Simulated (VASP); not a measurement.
# SiC30 (a cell with a defect) in VASP: notebook, part 2 of 2

VASP 6.6.1. Earlier steps stand in the parts before.

### Step 3. Single point, PBE+D3(BJ)

Contents of INCAR:

```
SYSTEM = SiC30
ALGO     = Normal         ! electronic algorithm
EDIFF    = 1E-6           ! SCF threshold, eV
ENCUT    = 520            ! plane-wave cutoff, eV
GGA      = PE             ! functional
GGA_COMPAT= .False.      
ISIF     = 2              ! what is computed and relaxed
ISMEAR   = 0              ! smearing method
IVDW     = 12             ! dispersion correction
LASPH    = .True.         ! aspherical terms in the spheres
LCHARG   = .False.        ! write CHGCAR
LREAL    = Auto         
LWAVE    = .False.        ! write WAVECAR
NBANDS   = 83             ! bands
NELM     = 120            ! most SCF steps
PREC     = Accurate       ! precision mode
SIGMA    = 0.1            ! smearing width, eV
```

Contents of KPOINTS:

```
k-points
0
Gamma
  4 4 4
  0 0 0
```

Contents of POSCAR:

```
SiC30
1.0
    0.0000000000      0.0000000000      7.1348525476
   -4.9294762873      4.2690516923      3.5674262738
   -4.9294762874     -4.2690516922      3.5674262738
Si C
1 30
Direct
    0.3750000998      0.6249998464      0.6250000807
    0.8750000615      0.5424299866      0.7075699406
    0.2423558874      0.9178124170      0.5974759351
    0.7502134788      0.9150908224      0.5844822700
    0.1254959794      0.2904217256      0.4585862389
    0.6324056387      0.2825739035      0.4526149459
   -0.0002135208      0.6655177586      0.3349092062
    0.5076443123      0.6525239920      0.3321875102
    0.3749999689      0.0407231964      0.2092767890
    0.8750000707      0.0416893360      0.2083106494
    0.2493137978      0.4230619168      0.0783104108
    0.7531172448      0.4152976216      0.0784680155
    0.1175945610      0.7973849812      0.9674260237
    0.6245039787      0.7914137897      0.9595783030
    0.9968827859      0.1715321232      0.8347023550
    0.5006862709      0.1716896265      0.8269379584
    0.5076443123      0.3321873930      0.6525241092
   -0.0002135208      0.3349093233      0.6655176414
    0.8750000615      0.7075700577      0.5424298695
    0.2493137978      0.0783104108      0.4230619168
    0.7531173462      0.0784679141      0.4152975202
    0.1254959794      0.4585862389      0.2904217256
    0.6324056387      0.4526149459      0.2825739035
    0.5006862709      0.8269379584      0.1716896266
   -0.0031172775      0.8347023550      0.1715321233
    0.3749999689      0.2092767890      0.0407231964
    0.8750000707      0.2083106494      0.0416893360
    0.2423557859      0.5974759194      0.9178126355
    0.7502134788      0.5844823871      0.9150907053
    0.1175945610      0.9674260236      0.7973849812
    0.6245040801      0.9595782015      0.7914136883
```

Potentials or basis: VASP PAW PBE potentials, release 64 (Si, C).

The run is started by

```sh
> cat potpaw_PBE.64/Si/POTCAR potpaw_PBE.64/C/POTCAR > POTCAR
> mpirun -np 1 vasp_std > vasp.out
```

OUTCAR:

```text
SYSTEM = SiC30
   EDIFF = 1E-6
   ENCUT = 520
   GGA = PE
   ISIF = 2
   ISMEAR = 0
   IVDW = 12
   LASPH = .True.
   LREAL = Auto
   NELM = 120
   PREC = Accurate
 IVDW          = 12

 ion  position               nearest neighbor table
   1  0.375  0.625  0.625-  17 1.89  28 1.89   8 1.89   3 1.89
   2  0.875  0.542  0.708-  19 1.41  18 1.42  29 1.42
   3  0.242  0.918  0.597-  30 1.39  20 1.43   1 1.89
   4  0.750  0.915  0.584-  19 1.42  21 1.42  31 1.42
   5  0.125  0.290  0.459-  18 1.42  20 1.43  22 1.44
   6  0.632  0.283  0.453-  21 1.39  17 1.39  23 1.45
   7  1.000  0.666  0.335-  19 1.42  25 1.42  22 1.42
[... 22 lines left out ...]
  30  0.118  0.967  0.797-  15 1.39   3 1.39  13 1.45
  31  0.625  0.960  0.791-   4 1.42  16 1.43  14 1.44

  LATTYP: Found a body centered orthorhombic cell.
 ALAT       =     7.1348525476
 B/A-ratio  =     1.1966755203
 C/A-ratio  =     1.3818018675

  Lattice vectors:

 A1 = (   4.9294762873,  -4.2690516923,  -3.5674262738)
 A2 = (   4.9294762874,   4.2690516922,   3.5674262738)
 A3 = (  -4.9294762874,  -4.2690516922,   3.5674262738)

Analysis of symmetry for initial positions (statically):
=====================================================================
 Subroutine PRICEL returns:
 Original cell was already a primitive cell.

 Routine SETGRP: Setting up the symmetry group for a
 body centered orthorhombic supercell.

 Subroutine GETGRP returns: Found  8 space group operations
 (whereof  4 operations were pure point group operations)
 out of a pool of  8 trial point group operations.

The static configuration has the point symmetry C_2v.
 The point group associated with its full space group is D_2h.

Analysis of symmetry for dynamics (positions and initial velocities):
=====================================================================
 Subroutine PRICEL returns:
 Original cell was already a primitive cell.

 Routine SETGRP: Setting up the symmetry group for a
 body centered orthorhombic supercell.

 Subroutine GETGRP returns: Found  8 space group operations
 (whereof  4 operations were pure point group operations)
 out of a pool of  8 trial point group operations.

The dynamic configuration has the point symmetry C_2v.
 The point group associated with its full space group is D_2h.

 Subroutine INISYM returns: Found  8 space group operations
 (whereof  4 operations are pure point group operations),
 and found     1 'primitive' translations

----------------------------------------------------------------------------------------

                                     Primitive cell

  volume of cell :     300.2944

  direct lattice vectors                    reciprocal lattice vectors
     0.000000000  0.000000000  7.134852548     0.101430653 -0.000000000  0.140157066
    -4.929476287  4.269051692  3.567426274    -0.101430653  0.117122030  0.000000000
    -4.929476287 -4.269051692  3.567426274    -0.101430653 -0.117122030  0.000000000

  length of vectors
     7.134852548  7.433106285  7.433106285     0.173009192  0.154937882  0.154937882

  position of ions in fractional coordinates (direct lattice)
     0.375000100  0.624999846  0.625000081
     0.875000062  0.542429987  0.707569941
     0.242355887  0.917812417  0.597475935
     0.750213479  0.915090822  0.584482270
     0.125495979  0.290421726  0.458586239
     0.632405639  0.282573904  0.452614946
[... 105 lines left out ...]
  0.000000  0.500000  0.500000      1.000000
   k-points           NKPTS =     18   k-points in BZ     NKDIM =     18   number of bands    NBANDS=     83
   number of dos      NEDOS =    301   number of ions     NIONS =     31
   total plane-waves  NPLWV = 169344
   dimension x,y,z NGX =    54 NGY =   56 NGZ =   56
   dimension x,y,z NGXF=   108 NGYF=  112 NGZF=  112
   ions per type =               1  30
   NGX,Y,Z   is equivalent  to a cutoff of  12.58, 12.52, 12.52 a.u.
   NGXF,Y,Z  is equivalent  to a cutoff of  25.16, 25.05, 25.05 a.u.
 SYSTEM =  SiC30
   PREC   = accura    normal or accurate (medium, high low for compatibility)
   ISTART =      0    job   : 0-new  1-cont  2-samecut
   ICHARG =      2    charge: 1-file 2-atom 10-const
   ISPIN  =      1    spin polarized calculation?
   LNONCOLLINEAR =      F non collinear calculations
   LSORBIT =      F    spin-orbit coupling
   LASPH  =      T    aspherical Exc in radial PAW
   ENCUT  =  520.0 eV  38.22 Ry    6.18 a.u.  13.27 13.82 13.82*2*pi/ulx,y,z
   NELM   =    120;   NELMIN=  2; NELMDL= -5     # of ELM steps
   EDIFF  = 0.1E-05   stopping-criterion for ELM
   LREAL  =      T    real-space projection
   EDIFFG = 0.1E-04   stopping-criterion for IOM
   NSW    =      0    number of steps for IOM
   IBRION =     -1    ionic relax: 0-MD 1-quasi-New 2-CG
   NFREE  =      0    steps in history (QN), initial steepest desc. (CG)
   ISIF   =      2    stress and relaxation
   ISYM   =      2    0-nonsym 1-usesym 2-fastsym
   POTIM  = 0.5000    time-step for ionic-motion
   TEBEG  =    0.0;   TEEND  =   0.0 temperature during run
   PSTRESS=    0.0 pullay stress
   NELECT =     124.0000    total number of electrons
   NUPDOWN=      -1.0000    fix difference up-down
   EMIN   =  10.00;   EMAX   =-10.00  energy-range for DOS
   EFERMI =   0.00;   METHOD = LEGACY
   ISMEAR =     0;   SIGMA  =   0.10  broadening in eV -4-tet -1-fermi 0-gaus
   EFERMI_NEDOS =   21; number of points for ismear=-14 and -15
   IALGO  =     38    algorithm
   IMIX   =      4    mixing-type and parameters
     AMIX     =   0.40;   BMIX     =  1.00
     AMIX_MAG =   1.60;   BMIX_MAG =  1.00
  volume/ion in A,a.u.               =       9.69        65.37
  Fermi-wavevector in a.u.,A,eV,Ry     =   1.219082  2.303731 20.220454  1.486161
  Thomas-Fermi vector in A             =   2.354347
   LORBIT       =      0    0 simple, 1 ext, 2 COOP (PROOUT), +10 PAW based schemes
   GGA     = PE    functional components
   LHFCALC =     F    Hartree Fock is set to
   AEXX    =    0.0000 exact exchange contribution
   IVDW    =    12    specifies the selected vdW correction
   LEPSILON=     F    determine dielectric tensor
   LRPA    =     F    only Hartree local field effects (RPA)
 non-spin polarized calculation
 Gauss-broadening in eV      SIGMA  =   0.10
  energy-cutoff  :      520.00
  volume of cell :      300.29
 maximum number of plane-waves:      8118
 NGX is ok and might be reduce to    54
   NGX = 27   NGY = 27   NGZ = 27

 number of electron     123.9999992 magnetization

 Free energy of the ion-electron system (eV)
  ---------------------------------------------------
  ext. energy  EPLUGINS =         0.00000000
  ---------------------------------------------------
  free energy    TOTEN  =      -276.85080822 eV

  energy without entropy =     -276.84053274  energy(sigma->0) =     -276.84567048

 E-fermi :   3.7384     XC(G=0):  -9.8718

 val. band max:        3.7113909108   @ k =   0.5000   0.5000   0.0000
 cond. band min:       3.8003524630   @ k =   0.5000   0.0000   0.0000
 fundamental gap:      0.0889615521
 Fermi energy:         3.7383704295

 k-point     1 :       0.0000    0.0000    0.0000
  band No.  band energies     occupation
      1     -15.2664      2.00000
      2     -14.0107      2.00000
      3     -13.7767      2.00000
      4     -13.6650      2.00000
      5     -13.4802      2.00000
      6     -12.7431      2.00000
[... 1375 lines left out ...]
     73       9.2674      0.00000
     74       9.4893      0.00000
 [bands above 74 left out]

------------------------ aborting loop because EDIFF is reached ----------------------------------------

 Edisp (eV)   -4.63184

 E8    (eV) :    -1.3405

  FORCE on cell =-STRESS in cart. coord.  units (eV):
  Direction    XX          YY          ZZ          XY          YZ          ZX
  --------------------------------------------------------------------------------------
  -------------------------------------------------------------------------------------
  Total      34.62354   -14.49061    -1.56984    -0.00000     0.00000     0.00000
  in kB     184.72890   -77.31259    -8.37567    -0.00000     0.00000     0.00000
  external pressure =       33.01 kB  Pullay stress =        0.00 kB

 VOLUME and BASIS-vectors are now :
 -----------------------------------------------------------------------------
  energy-cutoff  :      520.00
  volume of cell :      300.29
      direct lattice vectors                 reciprocal lattice vectors
     0.000000000  0.000000000  7.134852548     0.101430653 -0.000000000  0.140157066
    -4.929476287  4.269051692  3.567426274    -0.101430653  0.117122030  0.000000000
    -4.929476287 -4.269051692  3.567426274    -0.101430653 -0.117122030  0.000000000

 POSITION                                       TOTAL-FORCE (eV/Angst)
 -----------------------------------------------------------------------------------
     -6.16184     -0.00000      7.13485         0.000000     -0.000000     -0.000000
     -6.16185     -0.70499     10.70228         0.000000      0.000781     -0.000000
     -7.46958      1.36753      7.13485         0.045711     -0.020194      0.000000
     -7.39211      1.41139     10.70228        -0.000393      0.011509     -0.000000
     -3.69222     -0.71790      3.56743         0.009052      0.008133     -0.000000
     -3.62410     -0.72591      7.13485         0.011920      0.010620      0.000000
[... 23 lines left out ...]
     -8.69959      0.72591      7.13485        -0.011920     -0.010620     -0.000000
     -8.63147      0.71790     10.70228        -0.009052     -0.008133      0.000000
 -----------------------------------------------------------------------------------
    total drift:                                0.003679     -0.002377      0.000901

  FREE ENERGIE OF THE ION-ELECTRON SYSTEM (eV)
  ---------------------------------------------------
  free  energy   TOTEN  =      -281.4826523500 eV

  energy  without entropy=     -281.4723768761  energy(sigma->0) =     -281.47751461
```

It took 6.8 min on 1 thread of Intel Xeon 6975P-C (Granite Rapids), shared host; peak memory 0.54 GiB.

Results:

| Item | Value |
| --- | --- |
| Free energy | -281.4827 eV |
| Pressure | 3.3 GPa |
| Largest force | 0.050 eV/Å |
| Band gap on the k mesh | zero (band 62 reaches 3.80 eV, above the bottom of band 63 at 3.66 eV) |
| Dispersion energy per atom | -0.149 eV |

Forces in eV/Å, atoms in the order of the input:
```
Si   0.000  0.000  0.000
C    0.000  0.001  0.000
C    0.046 -0.020  0.000
C    0.000  0.012  0.000
C    0.009  0.008  0.000
C    0.012  0.011  0.000
C    0.000  0.012  0.000
C   -0.046 -0.020  0.000
C    0.000 -0.004  0.000
C    0.000  0.009  0.000
C    0.003  0.002  0.000
C    0.005  0.002  0.000
C   -0.012  0.011  0.000
C   -0.009  0.008  0.000
C   -0.005  0.002  0.000
C   -0.003  0.002  0.000
C   -0.046  0.020  0.000
C    0.000 -0.012  0.000
C    0.000 -0.001  0.000
C    0.003 -0.002  0.000
C    0.005 -0.002  0.000
C    0.009 -0.008  0.000
C    0.012 -0.011  0.000
C   -0.003 -0.002  0.000
C   -0.005 -0.002  0.000
C    0.000  0.004  0.000
C    0.000 -0.009  0.000
C    0.046  0.020  0.000
C    0.000 -0.012  0.000
C   -0.012 -0.011  0.000
C   -0.009 -0.008  0.000
```

Levels at points of the mesh, in eV from the Fermi level:
```
           k point  band 60  band 61  band 62  band 63  band 64  band 65
(0.00, 0.00, 0.00)    -1.00    -0.21    -0.11    -0.08     1.26     1.54
(0.50, 0.00, 0.00)    -0.88    -0.42     0.06     0.76     1.20     1.75
(0.00, 0.50, 0.00)    -1.12    -0.53    -0.45     0.39     1.82     1.92
(0.50, 0.50, 0.00)    -1.79    -1.31    -0.25    -0.03     2.68     2.68
(0.00, 0.50, 0.50)    -0.10    -0.10    -0.04     0.65     1.65     2.23
```

### Step 4. Single point, PBE+D3(BJ)

Contents of INCAR:

```
SYSTEM = SiC30
  PREC = Accurate
  ENCUT = 520
  EDIFF = 1E-6
  ISMEAR = 0
  SIGMA = 0.1
  LREAL = Auto
  LASPH = .TRUE.
  NELM = 120
  ALGO = Normal
  ISIF = 2
  LWAVE = .FALSE.
  LCHARG = .FALSE.
  GGA = PE
  IVDW = 12
  NBANDS = 83
  GGA_COMPAT = .FALSE.
```

Contents of KPOINTS:

```
Automatic mesh
0
G
  4 4 4
  0 0 0
```

Contents of POSCAR:

```
SiC30
1.0
    0.0000000000      0.0000000000      7.1348525476
   -4.9294762873      4.2690516923      3.5674262738
   -4.9294762874     -4.2690516922      3.5674262738
Si C
1 30
Direct
    0.3750000998      0.6263485066      0.6236514205
    0.8750000615      0.5437785296      0.7062213975
    0.2423556845      0.9191582348      0.5961305230
    0.7502137831      0.9164363673      0.5831361165
    0.1254969937      0.2917653893      0.4572405466
    0.6324064501      0.2839170673      0.4512701592
   -0.0002137236      0.6668638107      0.3335635598
    0.5076444137      0.6538695056      0.3308417937
    0.3749999689      0.0420617841      0.2079382014
    0.8750000707      0.0430288607      0.2069711248
    0.2493122764      0.4244072964      0.0769680741
    0.7531167377      0.4166403473      0.0771263042
    0.1175937495      0.7987297679      0.9660828598
    0.6245029644      0.7927594820      0.9582346393
    0.9968832931      0.1728738346      0.8333596294
    0.5006876910      0.1730319476      0.8255927973
    0.5076442109      0.3335331095      0.6511785956
   -0.0002132165      0.3362548683      0.6641714879
    0.8750000615      0.7089186007      0.5410813264
    0.2493152179      0.0796527318      0.4217167557
    0.7531178534      0.0798095083      0.4139549117
    0.1254948636      0.4599320326      0.2890781633
    0.6324048272      0.4539598498      0.2812306225
    0.5006847495      0.8282833380      0.1703472898
   -0.0031177847      0.8360450806      0.1701904120
    0.3749999689      0.2106152596      0.0393847258
    0.8750000707      0.2096502912      0.0403496942
    0.2423559888      0.5988213315      0.9164668177
    0.7502132760      0.5858284392      0.9137450589
    0.1175953724      0.9687693046      0.7960400773
    0.6245050944      0.9609218652      0.7900679959
```

The run is started by

```sh
> cat potpaw_PBE.64/Si/POTCAR potpaw_PBE.64/C/POTCAR > POTCAR
> mpirun -np 1 vasp_std > vasp.out
```

It took 6.4 min on 1 thread of Intel Xeon 6975P-C (Granite Rapids), shared host; peak memory 0.54 GiB.

Results (log left out):

| Item | Value |
| --- | --- |
| Free energy | -281.4827 eV |
| Pressure | 3.3 GPa |
| Largest force | 0.049 eV/Å |
| Band gap on the k mesh | zero (band 62 reaches 3.80 eV, above the bottom of band 63 at 3.66 eV) |
| Dispersion energy per atom | -0.149 eV |

Forces on the atoms (eV/Å):
```
Si   0.000 -0.001  0.000
C    0.000 -0.001  0.000
C    0.045 -0.015  0.000
C    0.000  0.006  0.000
C    0.009  0.008  0.000
C    0.011  0.010  0.000
C    0.000  0.006  0.000
C   -0.045 -0.015  0.000
C    0.000 -0.002  0.000
C    0.000  0.004  0.000
C    0.005 -0.002  0.000
C    0.003  0.004  0.000
C   -0.011  0.010  0.000
C   -0.009  0.008  0.000
C   -0.003  0.004  0.000
C   -0.005 -0.002  0.000
C   -0.046  0.018  0.000
C    0.000 -0.013  0.000
C    0.000 -0.005  0.000
C    0.002  0.001  0.000
C    0.005  0.000  0.000
C    0.011 -0.007  0.000
C    0.013 -0.010  0.000
C   -0.002  0.001  0.000
C   -0.005  0.000  0.000
C    0.000  0.006  0.000
C    0.000  0.000  0.000
C    0.046  0.018  0.000
C    0.000 -0.013  0.000
C   -0.013 -0.010  0.000
C   -0.011 -0.007  0.000
```

Stress tensor (GPa, compression positive):
```
18.47  0.00  0.00
 0.00 -7.71  0.00
 0.00  0.00 -0.84
```

Levels at points of the mesh, in eV from the Fermi level:
```
           k point  band 58  band 59  band 60  band 61  band 62  band 63  band 64  band 65  band 66  band 67
(0.00, 0.00, 0.00)    -1.48    -1.40    -1.00    -0.21    -0.11    -0.08     1.26     1.54     1.63     2.12
(0.50, 0.00, 0.00)    -1.67    -1.60    -0.88    -0.42     0.06     0.76     1.20     1.75     2.11     2.57
(0.00, 0.50, 0.00)    -2.14    -1.34    -1.12    -0.53    -0.45     0.39     1.82     1.92     2.88     3.02
(0.50, 0.50, 0.00)    -1.94    -1.90    -1.79    -1.31    -0.25    -0.03     2.68     2.68     2.93     3.03
(0.00, 0.50, 0.50)    -2.15    -1.13    -0.10    -0.10    -0.04     0.65     1.65     2.23     2.83     2.84
```
